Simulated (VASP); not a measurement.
# Be2N (P4/mmm) in VASP: notebook, part 2 of 2

VASP 6.6.1. Earlier steps stand in the parts before.

## (4) Single point, PBE

This run uses another cell than the first one, of 10.17 Å³/atom, 0.943 times its volume.

INCAR reads:

```
  PREC = Accurate
  ENCUT = 520
  EDIFF = 1E-6
  ISMEAR = 0
  SIGMA = 0.1
  LREAL = False
  LASPH = True
  NELM = 100
  ALGO = Normal
  ISIF = 2
  LWAVE = False
  LCHARG = False
  GGA = PE
  NBANDS = 12
```

KPOINTS reads:

```
Automatic mesh
0
Gamma
  6 6 6
```

POSCAR reads:

```
Be2N
1.0
    2.8933948900      0.0000000000      0.0000000000
    0.0000000000      2.8933948900      0.0000000000
    0.0000000000      0.0000000000      3.6457996000
Be N
2 1
Direct
    0.0000000000      0.0000000000      0.2794651100
    0.0000000000      0.0000000000      0.7205348900
    0.0000000000      0.0000000000      0.0000000000
```

Potentials or basis: VASP PAW PBE potentials, release 64 (Be, N).

Started as:

```
cat potpaw_PBE.64/Be/POTCAR potpaw_PBE.64/N/POTCAR > POTCAR
mpirun -np 1 vasp_std > vasp.out
```

OUTCAR:

```text
PREC = Accurate
   ENCUT = 520
   EDIFF = 1E-6
   ISMEAR = 0
   LREAL = False
   LASPH = True
   NELM = 100
   ISIF = 2
   GGA = PE

 ion  position               nearest neighbor table
   1  0.000  0.000  0.279-   3 1.02   2 1.61   2 2.04
   2  0.000  0.000  0.721-   3 1.02   1 1.61   1 2.04
   3  0.000  0.000  0.000-   1 1.02   2 1.02

 -----------------------------------------------------------------------------
|                                                                             |
|           W    W    AA    RRRRR   N    N  II  N    N   GGGG   !!!           |
|           W    W   A  A   R    R  NN   N  II  NN   N  G    G  !!!           |
|           W    W  A    A  R    R  N N  N  II  N N  N  G       !!!           |
|           W WW W  AAAAAA  RRRRR   N  N N  II  N  N N  G  GGG   !            |
|           WW  WW  A    A  R   R   N   NN  II  N   NN  G    G                |
|           W    W  A    A  R    R  N    N  II  N    N   GGGG   !!!           |
|                                                                             |
|     The distance between some ions is very small. Please check the          |
|     nearest-neighbor list in the OUTCAR file.                               |
|     I HOPE YOU KNOW WHAT YOU ARE DOING!                                     |
|                                                                             |
 -----------------------------------------------------------------------------

  LATTYP: Found a simple tetragonal cell.
 ALAT       =     2.8933948900
 C/A-ratio  =     1.2600421783

  Lattice vectors:

 A1 = (   2.8933948900,   0.0000000000,   0.0000000000)
 A2 = (   0.0000000000,   2.8933948900,   0.0000000000)
 A3 = (   0.0000000000,   0.0000000000,   3.6457996000)

Analysis of symmetry for initial positions (statically):
=====================================================================
 Subroutine PRICEL returns:
 Original cell was already a primitive cell.

 Routine SETGRP: Setting up the symmetry group for a
 simple tetragonal supercell.

 Subroutine GETGRP returns: Found 16 space group operations
 (whereof 16 operations were pure point group operations)
 out of a pool of 16 trial point group operations.

The static configuration has the point symmetry D_4h.

Analysis of symmetry for dynamics (positions and initial velocities):
[... 155 lines left out ...]
  ---------------------------------------------------
  ext. energy  EPLUGINS =         0.00000000
  ---------------------------------------------------
  free energy    TOTEN  =         3.55619841 eV

  energy without entropy =        3.56308016  energy(sigma->0) =        3.55963929

 E-fermi :   0.6721     XC(G=0):  -8.9675

 val. band max:        0.6615611867   @ k =   0.3333   0.0000   0.3333
 cond. band min:       0.7493048506   @ k =   0.5000   0.0000   0.3333
 fundamental gap:      0.0877436639
 Fermi energy:         0.6720806936

 k-point     1 :       0.0000    0.0000    0.0000
  band No.  band energies     occupation
      1     -11.7922      2.00000
      2      -2.4748      2.00000
      3      -0.6931      2.00000
      4       0.0710      2.00000
      5       0.0710      2.00000
      6      11.9966      0.00000
      7      12.3179      0.00000
      8      13.3705      0.00000
      9      13.7750      0.00000
     10      13.7750      0.00000
     11      15.4136      0.00000
     12      15.4136      0.00000
[... 331 lines left out ...]
 k-point    24 :       0.5000    0.0000    0.3333
  band No.  band energies     occupation
      1     -10.9728      2.00000
      2      -2.9367      2.00000
      3      -0.3846      2.00000
      4       0.3124      2.00000
      5       0.7493      0.27478
      6       2.5553      0.00000
      7      11.1336      0.00000
      8      13.4088      0.00000
      9      13.4733      0.00000
     10      18.0841      0.00000
     11      19.2888      0.00000
     12      19.9265      0.00000

 [... further k-points ...]

------------------------ aborting loop because EDIFF is reached ----------------------------------------

  FORCE on cell =-STRESS in cart. coord.  units (eV):
  Direction    XX          YY          ZZ          XY          YZ          ZX
  --------------------------------------------------------------------------------------
  -------------------------------------------------------------------------------------
  Total       -0.0803049     -0.0803049    110.3669721      0.0000000     -0.0000000      0.0000000
  in kB       -4.2154554     -4.2154554   5793.5064826      0.0000000     -0.0000000      0.0000000
  external PRESSURE =    1928.3585239 kB  Pullay stress =       0.0000000 kB

 VOLUME and BASIS-vectors are now :
 -----------------------------------------------------------------------------
  energy-cutoff  :      520.00
  volume of cell :       30.52
      direct lattice vectors                 reciprocal lattice vectors
     2.893394890  0.000000000  0.000000000     0.345614767  0.000000000  0.000000000
     0.000000000  2.893394890  0.000000000     0.000000000  0.345614767  0.000000000
     0.000000000  0.000000000  3.645799600     0.000000000  0.000000000  0.274288252

 POSITION                                       TOTAL-FORCE (eV/Angst)
 -----------------------------------------------------------------------------------
      0.00000      0.00000      1.01887         0.000000     -0.000000     43.458104
      0.00000      0.00000      2.62693        -0.000000      0.000000    -43.458104
      0.00000      0.00000      0.00000         0.000000      0.000000      0.000000
 -----------------------------------------------------------------------------------
    total drift:                                0.000000      0.000000     -0.000000

  FREE ENERGIE OF THE ION-ELECTRON SYSTEM (eV)
  ---------------------------------------------------
  free  energy   TOTEN  =         3.5561984143 eV

  energy  without entropy=        3.5630801608  energy(sigma->0) =        3.55963929
```

stdout:

```text
POSCAR found type information on POSCAR BeN
 POSCAR found :  2 types and       3 ions
 scaLAPACK will be used
 LDA part: xc-table for (Slater+PW92), standard interpolation
 -----------------------------------------------------------------------------
|                                                                             |
|           W    W    AA    RRRRR   N    N  II  N    N   GGGG   !!!           |
|           W    W   A  A   R    R  NN   N  II  NN   N  G    G  !!!           |
|           W    W  A    A  R    R  N N  N  II  N N  N  G       !!!           |
|           W WW W  AAAAAA  RRRRR   N  N N  II  N  N N  G  GGG   !            |
|           WW  WW  A    A  R   R   N   NN  II  N   NN  G    G                |
|           W    W  A    A  R    R  N    N  II  N    N   GGGG   !!!           |
|                                                                             |
|     The distance between some ions is very small. Please check the          |
|     nearest-neighbor list in the OUTCAR file.                               |
|     I HOPE YOU KNOW WHAT YOU ARE DOING!                                     |
|                                                                             |
 -----------------------------------------------------------------------------

 POSCAR, INCAR and KPOINTS ok, starting setup
 FFT: planning ... GRIDC
 FFT: planning ... GRID_SOFT
 FFT: planning ... GRID
 WAVECAR not read
 entering main loop
```

Run time: 7.7 s. Hardware: 1 thread of Intel Xeon Platinum 8488C (Sapphire Rapids), shared host; peak memory 0.14 GiB.

What came out:

```
Free energy   : 3.5562 eV
Pressure      : 192.8 GPa
Largest force : 43.458 eV/Å
```

Forces on the atoms (eV/Å):
```
Be    0.000   0.000  43.458
Be    0.000   0.000 -43.458
N     0.000   0.000   0.000
```

Stress tensor (GPa, compression positive):
```
 -0.42   0.00   0.00
  0.00  -0.42   0.00
  0.00   0.00 579.35
```

Levels at points of the mesh, in eV from the Fermi level:
| k point | band 1 | band 2 | band 3 | band 4 | band 5 | band 6 | band 7 | band 8 | band 9 | band 10 |
| --- | --- | --- | --- | --- | --- | --- | --- | --- | --- | --- |
| (0.00, 0.00, 0.00) | -12.46 | -3.15 | -1.37 | -0.60 | -0.60 | 11.32 | 11.65 | 12.70 | 13.10 | 13.10 |
| (0.50, 0.00, 0.00) | -11.71 | -4.39 | -0.86 | -0.49 | -0.22 | 5.80 | 8.53 | 14.50 | 14.92 | 15.57 |
| (0.50, 0.50, 0.00) | -11.09 | -3.36 | -3.36 | -0.49 | 2.17 | 7.05 | 7.84 | 7.84 | 10.15 | 10.15 |
| (0.00, 0.00, 0.50) | -12.35 | -3.44 | -1.08 | -0.13 | -0.13 | 7.74 | 8.63 | 8.63 | 14.75 | 15.24 |
| (0.50, 0.00, 0.50) | -11.62 | -3.22 | -1.12 | -0.32 | 0.19 | 0.96 | 9.81 | 12.42 | 13.59 | 17.72 |
| (0.50, 0.50, 0.50) | -11.00 | -2.46 | -2.46 | -0.85 | 2.40 | 3.01 | 3.01 | 9.39 | 10.45 | 17.53 |

Caveat: the k points lie up to 0.36 Å⁻¹ apart; forces of over 1 eV/Å act on the atoms, so gaps and moduli don't describe the material at rest.

## (5) Overview

```tsv
task	cell	k mesh	cutoff (eV)	gap on the mesh (eV)	pressure (GPa)	largest force (eV/Å)
single point	a = 2.529, b = 2.529, c = 5.063 Å, 3 atoms	18 × 18 × 10	520	none	-0.1	0.01
relaxation of cell and atoms	relaxed from a = 2.547, b = 2.547, c = 5.071 Å, 3 atoms	18 × 18 × 10	600	none	0.0	-
single point	a = 2.893, b = 2.893, c = 3.646 Å, 3 atoms	6 × 6 × 6	520	none	192.8	43.46
```

Alike in all rows: level PBE; potentials or basis VASP PAW PBE potentials, release 64 (Be, N); no spin polarisation; smearing gaussian 0.1 eV.

Caveats: some runs use coarse meshes; forces of over 1 eV/Å act on the atoms, so gaps and moduli don't describe the material at rest (some runs).

Total energies depend on the potentials used, so only differences within one code and one set of settings carry meaning.
